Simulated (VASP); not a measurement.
# WC (Fm-3m) in VASP: notebook, part 2 of 2

VASP 6.6.1.

**5. Single point, PBE0**

This run uses another cell than the first one, of 10.75 Å³/atom.

The input, POSCAR:

```
WC
1.0
    0.0000000000      2.2072055093      2.2072055093
    2.2072055093      0.0000000000      2.2072055093
    2.2072055093      2.2072055093      0.0000000000
W C
1 1
Direct
    0.0000000000      0.0000000000      0.0000000000
    0.5000000000      0.5000000000      0.5000000000
```

The input, INCAR.step1:

```
PREC     = Accurate       # precision mode
ENCUT    = 520            # plane-wave cutoff, eV
EDIFF    = 1E-5           # SCF threshold, eV
ISMEAR   = -1             # smearing method
SIGMA    = 0.05           # smearing width, eV
LREAL    = False          # projectors in reciprocal space
LASPH    = True           # aspherical terms in the spheres
NELM     = 80             # most SCF steps
ALGO     = Normal         # electronic algorithm
ISIF     = 2              # what is computed and relaxed
LWAVE    = True           # write WAVECAR
NBANDS   = 16             # bands
GGA      = PE             # functional
```

The input, INCAR.step2:

```
PREC     = Accurate       # precision mode
ENCUT    = 520            # plane-wave cutoff, eV
EDIFF    = 1E-7           # SCF threshold, eV
ISMEAR   = -1             # smearing method
SIGMA    = 0.05           # smearing width, eV
LREAL    = False          # projectors in reciprocal space
LASPH    = True           # aspherical terms in the spheres
NELM     = 80             # most SCF steps
ALGO     = Normal         # electronic algorithm
ISIF     = 2              # what is computed and relaxed
LWAVE    = False          # write WAVECAR
LCHARG   = True           # write CHGCAR
GGA      = PE             # functional
LHFCALC  = True           # exact exchange
AEXX     = 0.25           # exact-exchange fraction
PRECFOCK = Normal       
LELF     = True           # ELF
LVHAR    = True         
NBANDS   = 16             # bands
ISTART   = 1
```

The input, KPOINTS:

```
regular mesh
0
Gamma
  6 6 6
```

Potentials or basis: VASP PAW PBE potentials, release 64 (W_sv, C).

The run is started by

```bash
cat potpaw_PBE.64/W_sv/POTCAR potpaw_PBE.64/C/POTCAR > POTCAR
cp INCAR.step1 INCAR
mpirun -np 1 vasp_std > vasp.out
cp INCAR.step2 INCAR
mpirun -np 1 vasp_std > vasp.out
```

OUTCAR:

```text
PREC = Accurate
   ENCUT = 520
   EDIFF = 1E-7
   ISMEAR = -1
   LREAL = False
   LASPH = True
   NELM = 80
   ISIF = 2
   GGA = PE
   LHFCALC = True
   AEXX = 0.25
   PRECFOCK = Normal
   ISTART = 1

 ion  position               nearest neighbor table
   1  0.000  0.000  0.000-   2 2.21   2 2.21   2 2.21   2 2.21   2 2.21   2 2.21
   2  0.500  0.500  0.500-   1 2.21   1 2.21   1 2.21   1 2.21   1 2.21   1 2.21

[... 490 lines left out ...]
     16      27.6918      0.00000

------------------------ aborting loop because EDIFF is reached ----------------------------------------

  FORCE on cell =-STRESS in cart. coord.  units (eV):
  Direction    XX          YY          ZZ          XY          YZ          ZX
  --------------------------------------------------------------------------------------
  -------------------------------------------------------------------------------------
  Total       -2.2669058     -2.2669058     -2.2669058      0.0000000     -0.0000000      0.0000000
  in kB     -168.8829280   -168.8829280   -168.8829280      0.0000000     -0.0000000      0.0000000
  external PRESSURE =    -168.8829280 kB  Pullay stress =       0.0000000 kB

 VOLUME and BASIS-vectors are now :
 -----------------------------------------------------------------------------
  energy-cutoff  :      520.00
  volume of cell :       21.51
      direct lattice vectors                 reciprocal lattice vectors
     0.000000000  2.207205509  2.207205509    -0.226530787  0.226530787  0.226530787
     2.207205509  0.000000000  2.207205509     0.226530787 -0.226530787  0.226530787
     2.207205509  2.207205509  0.000000000     0.226530787  0.226530787 -0.226530787

 POSITION                                       TOTAL-FORCE (eV/Angst)
 -----------------------------------------------------------------------------------
      0.00000      0.00000      0.00000        -0.000000     -0.000000     -0.000000
      2.20721      2.20721      2.20721         0.000000      0.000000      0.000000
 -----------------------------------------------------------------------------------
    total drift:                               -0.000000     -0.000000     -0.000000

  FREE ENERGIE OF THE ION-ELECTRON SYSTEM (eV)
  ---------------------------------------------------
  free  energy   TOTEN  =       -26.4376527699 eV

  energy  without entropy=      -26.4309536218  energy(sigma->0) =      -26.43430320
```

OSZICAR.step1:

```text
N       E                     dE             d eps       ncg     rms          rms(c)
DAV:   1     0.111936049602E+03    0.11194E+03   -0.92062E+03   512   0.125E+03
DAV:   2    -0.215602397641E+02   -0.13350E+03   -0.12866E+03   632   0.341E+02
DAV:   3    -0.249521427661E+02   -0.33919E+01   -0.33832E+01   536   0.503E+01
DAV:   4    -0.249697421582E+02   -0.17599E-01   -0.17599E-01   672   0.423E+00
DAV:   5    -0.249698837498E+02   -0.14159E-03   -0.14159E-03   552   0.352E-01    0.294E+01
DAV:   6    -0.216247964455E+02    0.33451E+01   -0.88331E+00   608   0.278E+01    0.721E+00
DAV:   7    -0.215229546603E+02    0.10184E+00   -0.48623E-01   528   0.568E+00    0.604E+00
DAV:   8    -0.215001883550E+02    0.22766E-01   -0.95617E-02   536   0.239E+00    0.153E+00
DAV:   9    -0.214954296712E+02    0.47587E-02   -0.80879E-03   552   0.604E-01    0.132E-01
DAV:  10    -0.214953756202E+02    0.54051E-04   -0.64347E-04   584   0.231E-01    0.115E-01
DAV:  11    -0.214953716800E+02    0.39402E-05   -0.55250E-05   600   0.627E-02
   1 F= -.21495372E+02 E0= -.21490564E+02  d E =-.961625E-02
```

It took 32 min on 1 thread of Intel Xeon Platinum 8259CL at 2.50GHz (Skylake/Cascade Lake), shared host; peak memory 0.16 GiB.

Results:

| Item | Value |
| --- | --- |
| Free energy | -26.4377 eV |
| Pressure | -16.9 GPa |
| Band gap on the k mesh | zero (bands 9 and 10 overlap by 3.90 eV) |

Caveat: the k points lie up to 0.41 Å⁻¹ apart, too coarse for converged energies and pressures of a metal; the PAW data sets were made with another functional, which shifts forces and pressure a little; spin-orbit coupling is left out, which moves the levels of the heavy elements.

**6. Summary**

```csv
level,spin,cell,k mesh,cutoff (eV),smearing,grid for exact exchange (PRECFOCK),share of exact exchange,gap on the mesh (eV),pressure (GPa)
PBE,off,"a = 3.101 Å, angles 60.0°, 2 atoms",10 × 10 × 10,600,gaussian 0.027 eV,-,-,none,-0.7
PBE,off,"a = 3.101 Å, angles 60.0°, 2 atoms",10 × 10 × 10,600,gaussian 0.028 eV,-,-,none,-0.7
r2SCAN,"non-collinear, zero start, SOC","a = 3.101 Å, angles 60.0°, 2 atoms",7 × 7 × 7,660,fermi-dirac 0.05 eV,-,-,-,-3.0
PBE0,off,"a = 3.121 Å, angles 60.0°, 2 atoms",6 × 6 × 6,520,fermi-dirac 0.05 eV,Normal,0.25,none,-16.9
```

Alike in all rows: task single point; potentials or basis VASP PAW PBE potentials, release 64 (W_sv, C).

Caveats: some runs use coarse meshes; spin-orbit coupling is left out, which moves the levels of the heavy elements (at least some runs); the PAW data sets were made with another functional, which shifts forces and pressure a little (at least some runs); the cell stands under tension (at least some runs).

Absolute energies hang on the potentials; compare differences alone.
